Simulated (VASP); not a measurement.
Ru: vibrations by perturbation theory with LDA

Crystal: Ru.

```
Ru
1.0
     2.67583    0.00000    0.00000
    -1.33791    2.31734    0.00000
     0.00000    0.00000    4.22638
Ru
2
Direct
  0.33333 0.66667 0.25000
  0.66667 0.33333 0.75000
```

```
Program                : VASP 6.6.1
Task                   : vibrations by perturbation theory
Functional             : LDA
Potentials or basis    : VASP PAW LDA potentials, release 64 (Ru_pv)
Cutoff                 : 520 eV
k mesh                 : 18 × 18 × 10
Occupations            : fermi-dirac, width 0.15 eV
Spin                   : no spin polarisation
Dipole correction      : no
Further INCAR settings : ALGO = Normal; EDIFF = 1e-08; IBRION = 8; NSW = 1
```

```json
{"Highest phonon frequency at Γ": "272 cm⁻¹"}
```

Phonon frequencies in cm⁻¹ (negative: imaginary):
| q point | frequencies |
| --- | --- |
| (0.000, 0.000, 0.000) | 0 0 0 204 204 272 |

Run time: 10 min on 1 thread of Intel(R) Xeon(R) Platinum 8488C (Sapphire Rapids) (shared host), peak memory 0.87 GiB.
